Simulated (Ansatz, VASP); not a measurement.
**NaH in VASP and in Ansatz**

```
Na H
1.0
     0.00000    2.48880    2.44000
     2.48880    0.00000    2.44000
     2.48880    2.48880    0.00000
Na H
1 1
Direct
  0.00000 0.00000 0.00000
  0.50000 0.50000 0.50000
```

Change from the starting cell: equal xx and yy strain of +2 %.

Alike in both runs: task single point; functional PBEsol; k mesh 9 × 9 × 9; occupations fermi-dirac, width 0.03 eV; no spin polarisation.

|  | VASP | Ansatz |
| --- | --- | --- |
| version | VASP 6.6.1 | Ansatz 0.2.0 |
| potentials or method | VASP PAW PBE potentials, release 64 (Na_pv, H), cutoff 520 eV | all-electron LAPW, scalar-relativistic |

|  | VASP | Ansatz | Ansatz less VASP |
| --- | --- | --- | --- |
| gap on the k mesh at the Fermi level (eV) | 3.72 | 3.72 | +0.002 |
| pressure (GPa) | -1.9 | -1.9 | +0.03 |
| traceless stress, the component that is largest in VASP (GPa) | 0.30 | 0.30 | -0.004 |

VASP's potentials were made for PBE, not for PBEsol. Ansatz ran all-electron here, and VASP with PAW potentials.
